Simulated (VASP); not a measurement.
A run of VASP 6.6.1 is set up as follows.

File INCAR:

```
SYSTEM = Zr2TeSe
PREC = Accurate
ENCUT = 520
EDIFF = 1E-6
ISMEAR = 0
SIGMA = 0.1
LREAL = .False.
LASPH = .True.
NELM = 60
ALGO = Normal
ISIF = 2
LWAVE = .False.
LCHARG = .False.
GGA = PE
NBANDS = 26
```

KPOINTS

```
Automatic mesh
0
Gamma
  6 6 2
  0 0 0
```

Contents of POSCAR:

```
Zr2TeSe
1.0
    3.6304654000      0.0000000000      0.0000000000
   -1.8152327000      3.1440753000      0.0000000000
    0.0000000000      0.0000000000      7.7123786000
Zr Te Se
2 1 1
Direct
    0.6666667000      0.3333333000      0.2343350000
    0.6666667000      0.3333333000      0.7656650000
    0.0000000000      0.0000000000      0.5000000000
    0.3333333000      0.6666667000      0.0000000000
```

Potentials or basis: VASP PAW PBE potentials, release 64 (Zr_sv, Te, Se).

Launch:

```bash
$ cat potpaw_PBE.64/Zr_sv/POTCAR potpaw_PBE.64/Te/POTCAR potpaw_PBE.64/Se/POTCAR > POTCAR
$ mpirun -np 1 vasp_std > vasp.out
```

Problem. Predict the pressure.

Solution. 0.2 GPa.

Problem. What does it give for the band gap on the k mesh?

Solution. Zero (bands 18 and 19 overlap by 0.15 eV).

Problem. Predict the largest force.

Solution. 0.027 eV/Å.

Forces on the atoms (eV/Å):
```
Zr   0.000  0.000 -0.027
Zr   0.000  0.000  0.027
Te   0.000  0.000  0.000
Se   0.000  0.000  0.000
```

Caveat: the k points lie up to 0.41 Å⁻¹ apart; spin-orbit coupling is left out, which moves the levels of the heavy elements.
